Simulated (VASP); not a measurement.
# Al2O3 (Pnnm) in VASP: settings compared

The runs below take Al2O3 through relaxation of cell and atoms, single point, with PBE, PBEsol, r2SCAN.

Program: VASP 6.6.1. These are calculated values, not measurements. Logs are shortened: lines on timing, memory, paths and dates and some standing lists are left out, and cuts for length are marked.

## 1. The cell of the first run

Symmetry: Pnnm, No. 58, orthorhombic system. Conventional cell: a = 4.614 Å, b = 9.563 Å, c = 3.120 Å, α = 90.00°, β = 90.00°, γ = 90.00°. Al (site symmetry m) has 4 O at 1.68 to 1.82 Å within 2.2 Å. O (site symmetry 2/m) has 2 Al at 1.68 Å within 2.2 Å. O (site symmetry m) has 3 Al at 1.82 Å within 2.4 Å.

## 2. Relaxation of cell and atoms, PBE

INCAR

```
  ALGO = Normal
  EDIFF = 1E-6
  EDIFFG = -0.01
  ENCUT = 600
  GGA = PE
  IBRION = 2
  ISIF = 3
  ISMEAR = -1
  LASPH = True
  LCHARG = False
  LREAL = False
  LWAVE = False
  NELM = 100
  NSW = 60
  PREC = Accurate
  SIGMA = 0.05
```

KPOINTS

```
k-points
0
Gamma
  6 3 9
```

POSCAR

```
Al2O3
1.0
    4.6137770000      0.0000000000      0.0000000000
    0.0000000000      9.5632790000      0.0000000000
    0.0000000000      0.0000000000      3.1198620000
Al O
4 6
Direct
    0.9829750000      0.8245730000      0.0000000000
    0.0170250000      0.1754270000      0.0000000000
    0.4829750000      0.6754270000      0.5000000000
    0.5170250000      0.3245730000      0.5000000000
    0.5000000000      0.5000000000      0.5000000000
    0.1236350000      0.7530500000      0.5000000000
    0.3763650000      0.2530500000      0.0000000000
    0.6236350000      0.7469500000      0.0000000000
    0.0000000000      0.0000000000      0.0000000000
    0.8763650000      0.2469500000      0.5000000000
```

Potentials or basis: VASP PAW PBE potentials, release 64 (Al, O).

The run is started by

```bash
> cat potpaw_PBE.64/Al/POTCAR potpaw_PBE.64/O/POTCAR > POTCAR
> mpirun -np 1 vasp_std > vasp.out
```

OUTCAR:

```text
EDIFF = 1E-6
   EDIFFG = -0.01
   ENCUT = 600
   GGA = PE
   IBRION = 2
   ISIF = 3
   ISMEAR = -1
   LASPH = True
   LREAL = False
   NELM = 100
   NSW = 60
   PREC = Accurate

 ion  position               nearest neighbor table
   1  0.983  0.825  0.000-   9 1.68   8 1.82   6 1.82   6 1.82   3 3.13   3 3.13   3 3.13   3 3.13
                             2 3.36
   2  0.017  0.175  0.000-   9 1.68   7 1.82  10 1.82  10 1.82   4 3.13   4 3.13   4 3.13   4 3.13
                             1 3.36
   3  0.483  0.675  0.500-   5 1.68   6 1.82   8 1.82   8 1.82   1 3.13   1 3.13   1 3.13   1 3.13
                             4 3.36
   4  0.517  0.325  0.500-   5 1.68  10 1.82   7 1.82   7 1.82   2 3.13   2 3.13   2 3.13   2 3.13
                             3 3.36
   5  0.500  0.500  0.500-   3 1.68   4 1.68
   6  0.124  0.753  0.500-   3 1.82   1 1.82   1 1.82
   7  0.376  0.253  0.000-   2 1.82   4 1.82   4 1.82
   8  0.624  0.747  0.000-   1 1.82   3 1.82   3 1.82
   9  0.000  0.000  0.000-   1 1.68   2 1.68
  10  0.876  0.247  0.500-   4 1.82   2 1.82   2 1.82

  LATTYP: Found a simple orthorhombic cell.
 ALAT       =     3.1198620000
 B/A-ratio  =     1.4788400897
 C/A-ratio  =     3.0652891057

  Lattice vectors:

 A1 = (   0.0000000000,   0.0000000000,   3.1198620000)
 A2 = (   4.6137770000,   0.0000000000,   0.0000000000)
 A3 = (   0.0000000000,   9.5632790000,   0.0000000000)

Analysis of symmetry for initial positions (statically):
=====================================================================
 Subroutine PRICEL returns:
 Original cell was already a primitive cell.

 Routine SETGRP: Setting up the symmetry group for a
 simple orthorhombic supercell.

 Subroutine GETGRP returns: Found  8 space group operations
 (whereof  4 operations were pure point group operations)
 out of a pool of  8 trial point group operations.

The static configuration has the point symmetry C_2h.
 The point group associated with its full space group is D_2h.

Analysis of symmetry for dynamics (positions and initial velocities):
=====================================================================
 Subroutine PRICEL returns:
 Original cell was already a primitive cell.

 Routine SETGRP: Setting up the symmetry group for a
 simple orthorhombic supercell.

 Subroutine GETGRP returns: Found  8 space group operations
 (whereof  4 operations were pure point group operations)
 out of a pool of  8 trial point group operations.

The dynamic configuration has the point symmetry C_2h.
 The point group associated with its full space group is D_2h.

 Subroutine INISYM returns: Found  8 space group operations
 (whereof  4 operations are pure point group operations),
 and found     1 'primitive' translations

----------------------------------------------------------------------------------------

                                     Primitive cell

  volume of cell :     137.6572

  direct lattice vectors                    reciprocal lattice vectors
     4.613777000  0.000000000  0.000000000     0.216742162  0.000000000  0.000000000
     0.000000000  9.563279000  0.000000000     0.000000000  0.104566645  0.000000000
     0.000000000  0.000000000  3.119862000     0.000000000  0.000000000  0.320526998

  length of vectors
     4.613777000  9.563279000  3.119862000     0.216742162  0.104566645  0.320526998

  position of ions in fractional coordinates (direct lattice)
     0.982975000  0.824573000  0.000000000
     0.017025000  0.175427000  0.000000000
     0.482975000  0.675427000  0.500000000
     0.517025000  0.324573000  0.500000000
     0.500000000  0.500000000  0.500000000
     0.123635000  0.753050000  0.500000000
     0.376365000  0.253050000  0.000000000
     0.623635000  0.746950000  0.000000000
     0.000000000  0.000000000  0.000000000
     0.876365000  0.246950000  0.500000000

  ion indices of the primitive-cell ions
   primitive index   ion index
                 1           1
                 2           2
                 3           3
                 4           4
                 5           5
                 6           6
                 7           7
                 8           8
                 9           9
                10          10

----------------------------------------------------------------------------------------

 KPOINTS: k-points

Automatic generation of k-mesh.
 Grid dimensions read from file:
 generate k-points for:    6    3    9

 Generating k-lattice:

  Cartesian coordinates                     Fractional coordinates (reciprocal lattice)
     0.036123694  0.000000000  0.000000000     0.166666667  0.000000000  0.000000000
     0.000000000  0.034855548  0.000000000     0.000000000  0.333333333  0.000000000
     0.000000000  0.000000000  0.035614111     0.000000000  0.000000000  0.111111111

  Length of vectors
     0.036123694  0.034855548  0.035614111

  Shift w.r.t. Gamma in fractional coordinates (k-lattice)
[... 47 lines left out ...]
   PSTRESS=    0.0 pullay stress
   NELECT =      48.0000    total number of electrons
   NUPDOWN=      -1.0000    fix difference up-down
   EMIN   =  10.00;   EMAX   =-10.00  energy-range for DOS
   EFERMI =   0.00;   METHOD = LEGACY
   ISMEAR =    -1;   SIGMA  =   0.05  broadening in eV -4-tet -1-fermi 0-gaus
   EFERMI_NEDOS =   21; number of points for ismear=-14 and -15
   IALGO  =     38    algorithm
   IMIX   =      4    mixing-type and parameters
     AMIX     =   0.40;   BMIX     =  1.00
     AMIX_MAG =   1.60;   BMIX_MAG =  1.00
  volume/ion in A,a.u.               =      13.77        92.90
  Fermi-wavevector in a.u.,A,eV,Ry     =   1.152274  2.177482 18.064926  1.327735
  Thomas-Fermi vector in A             =   2.288926
   LORBIT       =      0    0 simple, 1 ext, 2 COOP (PROOUT), +10 PAW based schemes
   GGA     = PE    functional components
   LHFCALC =     F    Hartree Fock is set to
   AEXX    =    0.0000 exact exchange contribution
   IVDW    =     0    specifies the selected vdW correction
   LEPSILON=     F    determine dielectric tensor
   LRPA    =     F    only Hartree local field effects (RPA)
 conjugate gradient relaxation of ions
 non-spin polarized calculation
  energy-cutoff  :      600.00
  volume of cell :      137.66
 maximum number of plane-waves:      4610
 NGX is ok and might be reduce to    40
   NGX = 19   NGY = 39   NGZ = 13

--------------------------------------- Ionic step        1  -------------------------------------------

 number of electron      47.9999997 magnetization

 Free energy of the ion-electron system (eV)
  ---------------------------------------------------
  ext. energy  EPLUGINS =         0.00000000
  ---------------------------------------------------
  free energy    TOTEN  =       -73.87266540 eV

  energy without entropy =      -73.87266540  energy(sigma->0) =      -73.87266540

------------------------ aborting loop because EDIFF is reached ----------------------------------------

  FORCE on cell =-STRESS in cart. coord.  units (eV):
  Direction    XX          YY          ZZ          XY          YZ          ZX
  --------------------------------------------------------------------------------------
  -------------------------------------------------------------------------------------
  Total        0.8294034      1.3838507     -2.8587391      0.0000000      0.0000000      0.0000000
  in kB        9.6533401     16.1064932    -33.2725664      0.0000000      0.0000000      0.0000000
  external PRESSURE =      -2.5042443 kB  Pullay stress =       0.0000000 kB
[... 113 lines left out ...]
  FREE ENERGIE OF THE ION-ELECTRON SYSTEM (eV)
  ---------------------------------------------------
  free  energy   TOTEN  =       -73.9047213902 eV

  energy  without entropy=      -73.9047213901  energy(sigma->0) =      -73.90472139

[... ionic steps 4 to 43 ...]

--------------------------------------- Ionic step       44  -------------------------------------------

 number of electron      48.0000014 magnetization

------------------------ aborting loop because EDIFF is reached ----------------------------------------

  FORCE on cell =-STRESS in cart. coord.  units (eV):
  Direction    XX          YY          ZZ          XY          YZ          ZX
  --------------------------------------------------------------------------------------
  -------------------------------------------------------------------------------------
  Total       -0.1311999      0.0171056      0.0109393      0.0000000      0.0000000      0.0000000
  in kB       -1.5315324      0.1996784      0.1276971      0.0000000      0.0000000      0.0000000
  external PRESSURE =      -0.4013856 kB  Pullay stress =       0.0000000 kB
[... 73 lines left out ...]
  energy  without entropy=      -74.0594317594  energy(sigma->0) =      -74.05943176

--------------------------------------- Ionic step       46  -------------------------------------------

 number of electron      48.0000015 magnetization

 Free energy of the ion-electron system (eV)
  ---------------------------------------------------
  ext. energy  EPLUGINS =         0.00000000
  ---------------------------------------------------
  free energy    TOTEN  =       -74.05950401 eV

  energy without entropy =      -74.05950401  energy(sigma->0) =      -74.05950401

 E-fermi :   3.1863     XC(G=0):  -8.7833

 val. band max:        2.0394036518   @ k =   0.0000   0.0000   0.0000
 cond. band min:       5.4440891890   @ k =   0.0000   0.0000   0.0000
 fundamental gap:      3.4046855373
 Fermi energy:         3.1862857927

 k-point     1 :       0.0000    0.0000    0.0000
  band No.  band energies     occupation
      1     -17.0337      2.00000
      2     -16.9590      2.00000
      3     -15.8590      2.00000
      4     -15.8419      2.00000
      5     -14.4689      2.00000
      6     -14.3387      2.00000
[... 781 lines left out ...]
     29      10.2332      0.00000
     30      10.2332      0.00000

 [... further k-points ...]

------------------------ aborting loop because EDIFF is reached ----------------------------------------

  FORCE on cell =-STRESS in cart. coord.  units (eV):
  Direction    XX          YY          ZZ          XY          YZ          ZX
  --------------------------------------------------------------------------------------
  -------------------------------------------------------------------------------------
  Total       -0.0538183      0.0628363      0.0055050     -0.0000000      0.0000000      0.0000000
  in kB       -0.6285299      0.7338492      0.0642913     -0.0000000      0.0000000      0.0000000
  external PRESSURE =       0.0565369 kB  Pullay stress =       0.0000000 kB
[... 25 lines left out ...]
  FREE ENERGIE OF THE ION-ELECTRON SYSTEM (eV)
  ---------------------------------------------------
  free  energy   TOTEN  =       -74.0595040125 eV

  energy  without entropy=      -74.0595040125  energy(sigma->0) =      -74.05950401

 reached required accuracy - stopping structural energy minimisation
```

Wall time 47 min (1 thread of AMD EPYC 9R45 (Zen 5), shared host); peak memory 0.35 GiB.

Results:

* Free energy: -74.0595 eV
* Relaxed volume: 13.72 Å³/atom
* Relaxed cell: a = 4.689 Å, b = 9.686 Å, c = 3.021 Å, α = 90.00°, β = 90.00°, γ = 90.00°
* Space group after relaxing (to 0.1 Å): Pnnm (No. 58)
* Energy gained by relaxing: 18.7 meV/atom
* Ionic steps: 46
* Pressure after relaxing: 0.0 GPa
* Largest force after relaxing: 0.007 eV/Å
* Band gap on the k mesh: 3.40 eV

Forces in eV/Å, atoms in the order of the input:
```
Al  -0.006  0.002  0.000
Al   0.006 -0.002  0.000
Al  -0.006 -0.002  0.000
Al   0.006  0.002  0.000
O    0.000  0.000  0.000
O   -0.006 -0.002  0.000
O    0.006 -0.002  0.000
O   -0.006  0.002  0.000
O    0.000  0.000  0.000
O    0.006  0.002  0.000
```

Step by step:
```tsv
step	energy change (eV)	largest force (eV/Å)	pressure (GPa)	volume (Å³)
1	0.0000	0.1907	-0.25	137.66
3	-0.0321	0.4401	-0.01	137.18
5	-0.0565	0.1277	0.81	136.82
7	-0.0640	0.1411	-0.47	138.13
9	-0.0778	0.1001	-0.10	138.18
11	-0.0804	0.0941	0.09	138.11
13	-0.0824	0.1211	0.06	138.14
15	-0.0853	0.3603	-0.47	138.55
17	-0.0881	0.2301	-0.24	138.39
19	-0.0945	0.1306	-0.03	138.37
21	-0.0950	0.1414	0.06	138.36
23	-0.0996	0.1432	0.06	138.42
25	-0.1162	0.1460	0.04	138.68
27	-0.1233	0.7681	-1.24	139.71
29	-0.1361	0.4169	-0.42	139.25
31	-0.1490	0.2401	-0.28	139.23
33	-0.1571	0.4295	-0.43	139.17
35	-0.1670	0.1955	-0.32	139.09
37	-0.1810	0.1288	-0.41	138.17
39	-0.1844	0.0876	0.34	137.09
41	-0.1859	0.0616	-0.01	137.22
43	-0.1865	0.0313	-0.02	137.26
45	-0.1868	0.0211	-0.05	137.25
46	-0.1868	0.0068	0.01	137.19
```

Final structure:
```xyz
10
Lattice="4.6886 0.0000 0.0000 0.0000 9.6860 0.0000 0.0000 0.0000 3.0208" Properties=species:S:1:pos:R:3 pbc="T T T"
Al    0.3797    8.0442    0.0000
Al    4.3089    1.6418    0.0000
Al    2.7240    6.4848    1.5104
Al    1.9646    3.2012    1.5104
O     2.3443    4.8430    1.5104
O     1.2298    7.5198    1.5104
O     1.1145    2.6768    0.0000
O     3.5741    7.0092    0.0000
O     0.0000    0.0000    0.0000
O     3.4588    2.1662    1.5104
```

A k mesh can miss the band edges.

## 3. Single point, PBEsol

This run uses another cell than the first one, of 13.54 Å³/atom.

INCAR

```
SYSTEM = Al2O3
  PREC = Accurate
  ENCUT = 520
  EDIFF = 1E-7
  ISMEAR = -1
  SIGMA = 0.05
  LREAL = .FALSE.
  LASPH = .TRUE.
  NELM = 80
  ALGO = Normal
  ISIF = 2
  LWAVE = .FALSE.
  LCHARG = .FALSE.
  GGA = PS
  NBANDS = 35
```

KPOINTS

```
regular mesh
0
G
  6 3 9
  0 0 0
```

POSCAR

```
Al2O3
1.0
    4.6661175391      0.0000000000      0.0000000000
    0.0000000000      9.6609842594      0.0000000000
    0.0000000000      0.0000000000      3.0030375147
Al O
4 6
Direct
    1.0743557272      0.8300777016      0.0000000000
   -0.0743557272      0.1699222984      0.0000000000
    0.5743557272      0.6699222984      0.5000000000
    0.4256442728      0.3300777016      0.5000000000
    0.5000000000      0.5000000000      0.5000000000
    0.2533349657      0.7743933239      0.5000000000
    0.2466650343      0.2743933239      0.0000000000
    0.7533349657      0.7256066761      0.0000000000
    0.0000000000      0.0000000000      0.0000000000
    0.7466650343      0.2256066761      0.5000000000
```

Potentials or basis: VASP PAW PBE potentials, release 64 (Al, O).

The run is started by

```bash
> cat potpaw_PBE.64/Al/POTCAR potpaw_PBE.64/O/POTCAR > POTCAR
> mpirun -np 1 vasp_std > vasp.out
```

Wall time 4 min (1 thread of Intel Xeon 8259CL, shared host); peak memory 0.31 GiB.

The run converged. Its results:

```
Free energy            : -76.9807 eV
Pressure               : 0.2 GPa
Largest force          : 0.051 eV/Å
Band gap on the k mesh : 3.40 eV
```

Forces in eV/Å, atoms in the order of the input:
```
Al   0.010 -0.050  0.000
Al  -0.010  0.050  0.000
Al   0.010  0.050  0.000
Al  -0.010 -0.050  0.000
O    0.000  0.000  0.000
O    0.005 -0.004  0.000
O   -0.005 -0.004  0.000
O    0.005  0.004  0.000
O    0.000  0.000  0.000
O   -0.005  0.004  0.000
```

Stress tensor (GPa, compression positive):
```
0.05 0.00 0.00
0.00 0.54 0.00
0.00 0.00 0.06
```

Levels at points of the mesh, in eV from the valence-band top:
| k point | band 22 | band 23 | band 24 | band 25 | band 26 | band 27 |
| --- | --- | --- | --- | --- | --- | --- |
| (0.00, 0.00, 0.00) | -0.55 | -0.06 | 0.00 | 3.40 | 5.08 | 6.28 |
| (0.50, 0.00, 0.00) | -1.06 | -0.02 | -0.02 | 5.83 | 5.83 | 6.52 |

Caveat: the PAW data sets were made with another functional, which shifts forces and pressure a little. A k mesh can miss the band edges.

## 4. Single point, r2SCAN

This run uses another cell than the first one, of 13.32 Å³/atom.

POSCAR

```
Al2O3
1.0
    4.6270723512      0.0000000000      0.0000000000
    0.0000000000      9.6090427119      0.0000000000
    0.0000000000      0.0000000000      2.9964531373
Al O
4 6
Direct
    1.0849556174      0.8307937619      0.0000000000
   -0.0849556174      0.1692062381      0.0000000000
    0.5849556174      0.6692062381      0.5000000000
    0.4150443826      0.3307937619      0.5000000000
    0.5000000000      0.5000000000      0.5000000000
    0.2670726783      0.7773883362      0.5000000000
    0.2329273217      0.2773883362      0.0000000000
    0.7670726783      0.7226116638      0.0000000000
    0.0000000000      0.0000000000      0.0000000000
    0.7329273217      0.2226116638      0.5000000000
```

INCAR.step1

```
SYSTEM = Al2O3
ALGO = Normal ; EDIFF = 1E-4
ENCUT = 520 ; GGA = PE
ISMEAR = -1 ; LASPH = .True.
LCHARG = .False. ; LREAL = .False.
LWAVE = .True. ; NBANDS = 35
NELM = 60 ; PREC = Accurate
SIGMA = 0.05
```

INCAR.step2

```
SYSTEM = Al2O3
ALGO = Normal ; EDIFF = 1E-6
ENCUT = 520 ; ISIF = 2
ISMEAR = -1 ; ISTART = 1
LASPH = .True. ; LCHARG = .False.
LMIXTAU = .True. ; LREAL = .False.
LWAVE = .False. ; METAGGA = R2SCAN
NBANDS = 35 ; NELM = 60
PREC = Accurate ; SIGMA = 0.05
```

KPOINTS

```
k-points
0
Gamma
  6 3 9
  0 0 0
```

The run is started by

```bash
> cat potpaw_PBE.64/Al/POTCAR potpaw_PBE.64/O/POTCAR > POTCAR
> cp INCAR.step1 INCAR
> mpirun -np 1 vasp_std > vasp.out
> cp INCAR.step2 INCAR
> mpirun -np 1 vasp_std > vasp.out
```

Wall time 9.5 min (1 thread of Intel Xeon 8259CL, shared host); peak memory 0.33 GiB.

It converged, with:

```yaml
Free_energy: -94.9036 eV
Pressure: 0.0 GPa
Largest_force: 0.058 eV/Å
Band_gap_on_the_k_mesh: 4.12 eV
```

Forces on the atoms (eV/Å):
```
Al   0.003 -0.058  0.000
Al  -0.003  0.058  0.000
Al   0.003  0.058  0.000
Al  -0.003 -0.058  0.000
O    0.000  0.000  0.000
O    0.011 -0.010  0.000
O   -0.011 -0.010  0.000
O    0.011  0.010  0.000
O    0.000  0.000  0.000
O   -0.011  0.010  0.000
```

Stress tensor (GPa, compression positive):
```
-0.19  0.00  0.00
 0.00  0.30  0.00
 0.00  0.00 -0.24
```

Levels at points of the mesh, in eV from the valence-band top:
| k point | band 22 | band 23 | band 24 | band 25 | band 26 | band 27 |
| --- | --- | --- | --- | --- | --- | --- |
| (0.00, 0.00, 0.00) | -0.58 | -0.06 | 0.00 | 4.12 | 6.00 | 6.91 |
| (0.50, 0.00, 0.00) | -1.07 | -0.02 | -0.02 | 6.64 | 6.64 | 7.47 |

Caveat: the PAW data sets were made with another functional, which shifts forces and pressure a little. A k mesh can miss the band edges.

## 5. Summary

```tsv
task	level	cell	cutoff (eV)	gap on the mesh (eV)	pressure (GPa)	largest force (eV/Å)
relaxation of cell and atoms	PBE	relaxed from a = 4.614, b = 9.563, c = 3.120 Å, 10 atoms, atomic positions A	600	3.40	0.0	0.01
single point	PBEsol	a = 4.666, b = 9.661, c = 3.003 Å, 10 atoms, atomic positions B	520	3.40	0.2	0.05
single point	r2SCAN	a = 4.627, b = 9.609, c = 2.996 Å, 10 atoms, atomic positions C	520	4.12	0.0	0.06
```

Alike in all rows: potentials or basis VASP PAW PBE potentials, release 64 (Al, O); no spin polarisation; k mesh 6 × 3 × 9; smearing fermi-dirac 0.05 eV.

Caveats: the PAW data sets were made with another functional, which shifts forces and pressure a little (at least some runs).

Total energies depend on the potentials used, so only differences within one code and one set of settings carry meaning.
